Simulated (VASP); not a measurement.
# MnHg (P4/mmm) in VASP: a series of runs

MnHg is run at these levels: r2SCAN; tasks: single point.

Program: VASP 6.6.1. These are calculated values, not measurements. Logs are shortened: lines on timing, memory, paths and dates and some standing lists are left out, and cuts for length are marked.

### Step 1. The cell of the first run

It takes space group P4/mmm (No. 123, tetragonal). The conventional cell has a = 3.232 Å, b = 3.232 Å, c = 3.257 Å, α = 90.00°, β = 90.00°, γ = 90.00°. Within 3.7 Å of Mn (site symmetry 4/mmm) lie 8 Hg at 2.81 Å and 6 Mn at 3.23 to 3.26 Å. Within 3.7 Å of Hg (site symmetry 4/mmm) lie 8 Mn at 2.81 Å and 6 Hg at 3.23 to 3.26 Å.

### Step 2. Single point, r2SCAN, collinear spin, ferromagnetic start

The input, POSCAR:

```
MnHg
1.0
    3.2322604184      0.0000000000      0.0000000000
    0.0000000000      3.2322604184      0.0000000000
    0.0000000000      0.0000000000      3.2568366077
Mn Hg
1 1
Direct
    0.5000000000      0.5000000000      0.5000000000
    0.0000000000      0.0000000000      0.0000000000
```

The input, INCAR.step1:

```
PREC = Accurate ; ENCUT = 520
ISMEAR = -1 ; SIGMA = 0.05
LREAL = F ; LASPH = T
NELM = 150 ; ISPIN = 2
MAGMOM = 4 0 ; LMAXMIX = 4
NBANDS = 24 ; GGA = PE
ALGO = Normal ; EDIFF = 1E-4
LWAVE = T ; LCHARG = F
```

The input, INCAR.step2:

```
PREC = Accurate ; ENCUT = 520
EDIFF = 1E-6 ; ISMEAR = -1
SIGMA = 0.05 ; LREAL = F
LASPH = T ; NELM = 150
ALGO = Normal ; ISIF = 2
LWAVE = F ; LCHARG = F
ISPIN = 2 ; MAGMOM = 4 0
LORBIT = 11 ; LMAXMIX = 4
METAGGA = R2SCAN ; LMIXTAU = T
NBANDS = 24 ; ISTART = 1
```

The input, KPOINTS:

```
Automatic mesh
0
Gamma
  9 9 9
```

Potentials or basis: VASP PAW PBE potentials, release 64 (Mn_pv, Hg).

Command:

```console
cat potpaw_PBE.64/Mn_pv/POTCAR potpaw_PBE.64/Hg/POTCAR > POTCAR
cp INCAR.step1 INCAR
mpirun -np 1 vasp_std > vasp.out
cp INCAR.step2 INCAR
mpirun -np 1 vasp_std > vasp.out
```

OUTCAR:

```text
PREC = Accurate
   ENCUT = 520
   EDIFF = 1E-6
   ISMEAR = -1
   LREAL = F
   LASPH = T
   NELM = 150
   ISIF = 2
   ISPIN = 2
   LORBIT = 11
   METAGGA = R2SCAN
   ISTART = 1

 ion  position               nearest neighbor table
   1  0.500  0.500  0.500-   2 2.81   2 2.81   2 2.81   2 2.81   2 2.81   2 2.81   2 2.81   2 2.81

   2  0.000  0.000  0.000-   1 2.81   1 2.81   1 2.81   1 2.81   1 2.81   1 2.81   1 2.81   1 2.81

  LATTYP: Found a simple tetragonal cell.
 ALAT       =     3.2322604184
 C/A-ratio  =     1.0076034063

  Lattice vectors:

 A1 = (   3.2322604184,   0.0000000000,   0.0000000000)
 A2 = (   0.0000000000,   3.2322604184,   0.0000000000)
 A3 = (   0.0000000000,   0.0000000000,   3.2568366077)

Analysis of symmetry for initial positions (statically):
=====================================================================
 Subroutine PRICEL returns:
 Original cell was already a primitive cell.

 Routine SETGRP: Setting up the symmetry group for a
 simple tetragonal supercell.

 Subroutine GETGRP returns: Found 16 space group operations
 (whereof 16 operations were pure point group operations)
 out of a pool of 16 trial point group operations.

The static configuration has the point symmetry D_4h.

Analysis of symmetry for dynamics (positions and initial velocities):
=====================================================================
 Subroutine PRICEL returns:
 Original cell was already a primitive cell.

 Routine SETGRP: Setting up the symmetry group for a
 simple tetragonal supercell.

 Subroutine GETGRP returns: Found 16 space group operations
 (whereof 16 operations were pure point group operations)
 out of a pool of 16 trial point group operations.

The dynamic configuration has the point symmetry D_4h.

Analysis of structural, dynamic, and magnetic symmetry:
=====================================================================
 Subroutine PRICEL returns:
 Original cell was already a primitive cell.

 Routine SETGRP: Setting up the symmetry group for a
 simple tetragonal supercell.

 Subroutine GETGRP returns: Found 16 space group operations
 (whereof 16 operations were pure point group operations)
 out of a pool of 16 trial point group operations.

The overall configuration has the point symmetry D_4h.

 Subroutine INISYM returns: Found 16 space group operations
 (whereof 16 operations are pure point group operations),
 and found     1 'primitive' translations

----------------------------------------------------------------------------------------

                                     Primitive cell

  volume of cell :      34.0258

  direct lattice vectors                    reciprocal lattice vectors
     3.232260418  0.000000000  0.000000000     0.309381012  0.000000000  0.000000000
     0.000000000  3.232260418  0.000000000     0.000000000  0.309381012  0.000000000
     0.000000000  0.000000000  3.256836608     0.000000000  0.000000000  0.307046414

  length of vectors
     3.232260418  3.232260418  3.256836608     0.309381012  0.309381012  0.307046414

  position of ions in fractional coordinates (direct lattice)
     0.500000000  0.500000000  0.500000000
     0.000000000  0.000000000  0.000000000

  ion indices of the primitive-cell ions
   primitive index   ion index
                 1           1
                 2           2

----------------------------------------------------------------------------------------

 KPOINTS: Automatic mesh

Automatic generation of k-mesh.
 Grid dimensions read from file:
 generate k-points for:    9    9    9

 Generating k-lattice:

  Cartesian coordinates                     Fractional coordinates (reciprocal lattice)
     0.034375668  0.000000000  0.000000000     0.111111111  0.000000000  0.000000000
     0.000000000  0.034375668  0.000000000     0.000000000  0.111111111  0.000000000
     0.000000000  0.000000000  0.034116268     0.000000000  0.000000000  0.111111111

  Length of vectors
     0.034375668  0.034375668  0.034116268

  Shift w.r.t. Gamma in fractional coordinates (k-lattice)
     0.000000000  0.000000000  0.000000000

 Subroutine IBZKPT returns following result:
 ===========================================

 Found     75 irreducible k-points:

 Following reciprocal coordinates:
            Coordinates               Weight
  0.000000  0.000000  0.000000      1.000000
  0.111111  0.000000  0.000000      4.000000
  0.222222  0.000000  0.000000      4.000000
  0.333333  0.000000  0.000000      4.000000
  0.444444  0.000000  0.000000      4.000000
  0.111111  0.111111  0.000000      4.000000
[... 16 lines left out ...]
  0.333333  0.111111  0.111111     16.000000
  0.444444  0.111111  0.111111     16.000000
 [... further k-points ...]
   k-points           NKPTS =     75   k-points in BZ     NKDIM =     75   number of bands    NBANDS=     24
   number of dos      NEDOS =    301   number of ions     NIONS =      2
   total plane-waves  NPLWV =  13824
   dimension x,y,z NGX =    24 NGY =   24 NGZ =   24
   dimension x,y,z NGXF=    48 NGYF=   48 NGZF=   48
   ions per type =               1   1
   NGX,Y,Z   is equivalent  to a cutoff of  12.34, 12.34, 12.25 a.u.
   NGXF,Y,Z  is equivalent  to a cutoff of  24.69, 24.69, 24.50 a.u.
 SYSTEM =  unknown system
   PREC   = accura    normal or accurate (medium, high low for compatibility)
   ISTART =      1    job   : 0-new  1-cont  2-samecut
   ICHARG =      0    charge: 1-file 2-atom 10-const
   ISPIN  =      2    spin polarized calculation?
   LNONCOLLINEAR =      F non collinear calculations
   LSORBIT =      F    spin-orbit coupling
   LASPH  =      T    aspherical Exc in radial PAW
   ENCUT  =  520.0 eV  38.22 Ry    6.18 a.u.   6.01  6.01  6.06*2*pi/ulx,y,z
   NELM   =    150;   NELMIN=  2; NELMDL=  0     # of ELM steps
   EDIFF  = 0.1E-05   stopping-criterion for ELM
   LREAL  =      F    real-space projection
[... 7 lines left out ...]
   TEBEG  =    0.0;   TEEND  =   0.0 temperature during run
   PSTRESS=    0.0 pullay stress
   NELECT =      25.0000    total number of electrons
   NUPDOWN=      -1.0000    fix difference up-down
   EMIN   =  10.00;   EMAX   =-10.00  energy-range for DOS
   EFERMI =   0.00;   METHOD = LEGACY
   ISMEAR =    -1;   SIGMA  =   0.05  broadening in eV -4-tet -1-fermi 0-gaus
   EFERMI_NEDOS =   21; number of points for ismear=-14 and -15
   IALGO  =     38    algorithm
   IMIX   =      4    mixing-type and parameters
     AMIX     =   0.40;   BMIX     =  1.00
     AMIX_MAG =   1.60;   BMIX_MAG =  1.00
  volume/ion in A,a.u.               =      17.01       114.81
  Fermi-wavevector in a.u.,A,eV,Ry     =   1.477243  2.791585 29.691272  2.182247
  Thomas-Fermi vector in A             =   2.591671
   LORBIT       =     11    0 simple, 1 ext, 2 COOP (PROOUT), +10 PAW based schemes
   METAGGA = R2SCAN    functional components
   LHFCALC =     F    Hartree Fock is set to
   AEXX    =    0.0000 exact exchange contribution
   IVDW    =     0    specifies the selected vdW correction
   LEPSILON=     F    determine dielectric tensor
   LRPA    =     F    only Hartree local field effects (RPA)
 spin polarized calculation
  energy-cutoff  :      520.00
  volume of cell :       34.03
 maximum number of plane-waves:       931
   NGX = 13   NGY = 13   NGZ = 13

 number of electron      25.0000030 magnetization       4.1333588

 Free energy of the ion-electron system (eV)
  ---------------------------------------------------
  ext. energy  EPLUGINS =         0.00000000
  ---------------------------------------------------
  free energy    TOTEN  =       -63.95231005 eV

  energy without entropy =      -63.94118338  energy(sigma->0) =      -63.94674672

 E-fermi :   6.4168     XC(G=0): -13.0606

 val. band max:        6.4167117043   @ k =   0.3333   0.1111   0.2222
 cond. band min:       6.4190038184   @ k =   0.3333   0.2222   0.2222
 fundamental gap:      0.0022921140
 Fermi energy:         6.4168495635

 spin component 1

 k-point     1 :       0.0000    0.0000    0.0000
  band No.  band energies     occupation
      1     -46.6172      1.00000
      2     -46.6172      1.00000
      3     -46.6168      1.00000
      4      -4.4391      1.00000
      5      -2.8728      1.00000
      6      -2.8596      1.00000
[... 16 lines left out ...]
     23      24.3403      0.00000
     24      29.0517      0.00000

 k-point     2 :       0.1111    0.0000    0.0000
  band No.  band energies     occupation
      1     -46.6199      1.00000
      2     -46.6170      1.00000
      3     -46.6166      1.00000
      4      -4.2264      1.00000
      5      -2.8211      1.00000
      6      -2.7605      1.00000
[... 586 lines left out ...]
 k-point    24 :       0.4444    0.1111    0.1111
  band No.  band energies     occupation
      1     -46.6387      1.00000
      2     -46.6182      1.00000
      3     -46.6175      1.00000
      4      -2.5021      1.00000
      5      -2.3485      1.00000
      6      -2.1581      1.00000
[... 16 lines left out ...]
     23      22.7500      0.00000
     24      26.7678      0.00000

 [... further k-points ...]

 spin component 2

 k-point     1 :       0.0000    0.0000    0.0000
  band No.  band energies     occupation
      1     -41.0010      1.00000
      2     -40.9982      1.00000
      3     -40.9982      1.00000
      4      -4.3883      1.00000
      5      -2.8324      1.00000
      6      -2.8162      1.00000
[... 16 lines left out ...]
     23      24.4629      0.00000
     24      30.6062      0.00000

 k-point     2 :       0.1111    0.0000    0.0000
  band No.  band energies     occupation
      1     -41.0017      1.00000
      2     -41.0008      1.00000
      3     -40.9979      1.00000
      4      -4.1770      1.00000
      5      -2.7899      1.00000
      6      -2.7187      1.00000
[... 586 lines left out ...]
 k-point    24 :       0.4444    0.1111    0.1111
  band No.  band energies     occupation
      1     -41.0268      1.00000
      2     -41.0018      1.00000
      3     -40.9992      1.00000
      4      -2.5745      1.00000
      5      -2.4038      1.00000
      6      -2.0624      1.00000
[... 16 lines left out ...]
     23      23.2938      0.00000
     24      27.4345      0.00000

 [... further k-points ...]

------------------------ aborting loop because EDIFF is reached ----------------------------------------

  FORCE on cell =-STRESS in cart. coord.  units (eV):
  Direction    XX          YY          ZZ          XY          YZ          ZX
  --------------------------------------------------------------------------------------
  -------------------------------------------------------------------------------------
  Total        1.9924490      1.9924490      2.0552827      0.0000000     -0.0000000      0.0000000
  in kB       93.8186406     93.8186406     96.7772971      0.0000000     -0.0000000      0.0000000
  external PRESSURE =      94.8048594 kB  Pullay stress =       0.0000000 kB

 VOLUME and BASIS-vectors are now :
 -----------------------------------------------------------------------------
  energy-cutoff  :      520.00
  volume of cell :       34.03
      direct lattice vectors                 reciprocal lattice vectors
     3.232260418  0.000000000  0.000000000     0.309381012  0.000000000  0.000000000
     0.000000000  3.232260418  0.000000000     0.000000000  0.309381012  0.000000000
     0.000000000  0.000000000  3.256836608     0.000000000  0.000000000  0.307046414

 POSITION                                       TOTAL-FORCE (eV/Angst)
 -----------------------------------------------------------------------------------
      1.61613      1.61613      1.62842         0.000000      0.000000      0.000000
      0.00000      0.00000      0.00000         0.000000      0.000000      0.000000
 -----------------------------------------------------------------------------------
    total drift:                                0.000000      0.000000     -0.000000

  FREE ENERGIE OF THE ION-ELECTRON SYSTEM (eV)
  ---------------------------------------------------
  free  energy   TOTEN  =       -63.9523100515 eV

  energy  without entropy=      -63.9411833788  energy(sigma->0) =      -63.94674672

 total charge

# of ion       s       p       d       tot
------------------------------------------
    1        0.285   6.207   4.950  11.441
    2        0.847   0.606   9.245  10.697
--------------------------------------------------
tot          1.132   6.812  14.194  22.138

 magnetization (x)

# of ion       s       p       d       tot
------------------------------------------
    1        0.034   0.025   4.008   4.067
    2       -0.044  -0.077   0.062  -0.059
--------------------------------------------------
tot         -0.010  -0.052   4.069   4.008
```

Wall time 8.5 min (1 thread of Intel Xeon 8259CL, shared host); peak memory 0.2 GiB.

Results:

```
Free energy                                           : -63.9523 eV
Pressure                                              : 9.5 GPa
Net moment                                            : 4.13 μB per cell
Site moments                                          : Mn +4.07; Hg -0.06 μB
Valence electrons inside the program's atomic spheres : Mn 11.44; Hg 10.70
```

Caveat: the cell stands under pressure; the PAW data sets were made with another functional, which shifts forces and pressure a little; spin-orbit coupling is left out, which moves the levels of the heavy elements.

### Step 3. Single point, r2SCAN, collinear spin, ferromagnetic start

This run uses another cell than the first one, of 17.55 Å³/atom.

The input, POSCAR:

```
MnHg
1.0
    3.2659322210      0.0000000000      0.0000000000
    0.0000000000      3.2659322210      0.0000000000
    0.0000000000      0.0000000000      3.2907644307
Mn Hg
1 1
Direct
    0.5000000000      0.5000000000      0.5000000000
    0.0000000000      0.0000000000      0.0000000000
```

The input, INCAR.step1:

```
ALGO = Normal
EDIFF = 1E-4
ENCUT = 520
GGA = PE
ISMEAR = -1
ISPIN = 2
LASPH = True
LCHARG = False
LMAXMIX = 4
LREAL = False
LWAVE = True
MAGMOM = 4 0
NBANDS = 24
NELM = 150
PREC = Accurate
SIGMA = 0.05
```

The input, INCAR.step2:

```
ALGO = Normal
EDIFF = 1E-6
ENCUT = 520
ISIF = 2
ISMEAR = -1
ISPIN = 2
ISTART = 1
LASPH = True
LCHARG = False
LMAXMIX = 4
LMIXTAU = True
LORBIT = 11
LREAL = False
LWAVE = False
MAGMOM = 4 0
METAGGA = R2SCAN
NBANDS = 24
NELM = 150
PREC = Accurate
SIGMA = 0.05
```

The input, KPOINTS:

```
k-points
0
Gamma
  9 9 9
```

Potentials or basis: VASP PAW PBE potentials, release 64 (Mn_pv, Hg).

Command:

```console
cat potpaw_PBE.64/Mn_pv/POTCAR potpaw_PBE.64/Hg/POTCAR > POTCAR
cp INCAR.step1 INCAR
mpirun -np 1 vasp_std > vasp.out
cp INCAR.step2 INCAR
mpirun -np 1 vasp_std > vasp.out
```

Run time: 9.2 min. Hardware: 1 thread of Intel Xeon 8259CL, shared host; peak memory 0.2 GiB.

Results (log left out):

```
Free energy                                           : -64.0033 eV
Pressure                                              : 5.8 GPa
Net moment                                            : 4.19 μB per cell
Site moments                                          : Mn +4.11; Hg -0.06 μB
Valence electrons inside the program's atomic spheres : Mn 11.41; Hg 10.66
```

Stress tensor (GPa, compression positive):
```
5.83 0.00 0.00
0.00 5.83 0.00
0.00 0.00 5.76
```

Levels at points of the mesh, in eV from the Fermi level:
Spin up:
| k point | band 13 | band 14 | band 15 | band 16 | band 17 | band 18 |
| --- | --- | --- | --- | --- | --- | --- |
| (0.00, 0.00, 0.00) | -3.09 | -3.09 | 4.77 | 5.00 | 5.00 | 9.20 |
Spin down:
```csv
k point,band 8,band 9,band 10,band 11,band 12,band 13
"(0.00, 0.00, 0.00)",-7.71,-7.70,0.72,0.73,2.00,2.00
```

Caveat: the cell stands under pressure; the PAW data sets were made with another functional, which shifts forces and pressure a little; spin-orbit coupling is left out, which moves the levels of the heavy elements.

(Continued in part 2 of 2.)
